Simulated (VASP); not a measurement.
Here is a VASP 6.6.1 calculation.

INCAR

```
PREC = Accurate
ENCUT = 520
EDIFF = 1E-6
ISMEAR = 0
SIGMA = 0.05
LREAL = F
LASPH = T
NELM = 150
ALGO = Fast
ISIF = 2
LWAVE = F
LCHARG = T
ISPIN = 2
MAGMOM = 0 0.24 0.24 0.24
LORBIT = 11
LMAXMIX = 4
GGA = CA
LELF = T
LVHAR = T
NBANDS = 28
```

KPOINTS

```
regular mesh
0
Gamma
  12 12 12
```

Contents of POSCAR:

```
AlNi3
1.0
    3.5036428636      0.0000000000      0.0000000000
    0.0000000000      3.5036428636      0.0000000000
    0.0000000000      0.0000000000      3.5036428636
Al Ni
1 3
Direct
    0.0000000000      0.0000000000      0.0000000000
    0.0000000000      0.5000000000      0.5000000000
    0.5000000000      0.0000000000      0.5000000000
    0.5000000000      0.5000000000      0.0000000000
```

Potentials or basis: VASP PAW LDA potentials, release 64 (Al, Ni).

Command:

```console
$ cat potpaw_LDA.64/Al/POTCAR potpaw_LDA.64/Ni/POTCAR > POTCAR
$ mpirun -np 1 vasp_std > vasp.out
```

**Question.** What does it give for the pressure?

**Answer.** -4.2 GPa.

**Question.** Predict the net moment.

**Answer.** 0.00 μB per cell.

Caveat: the cell stands under tension.
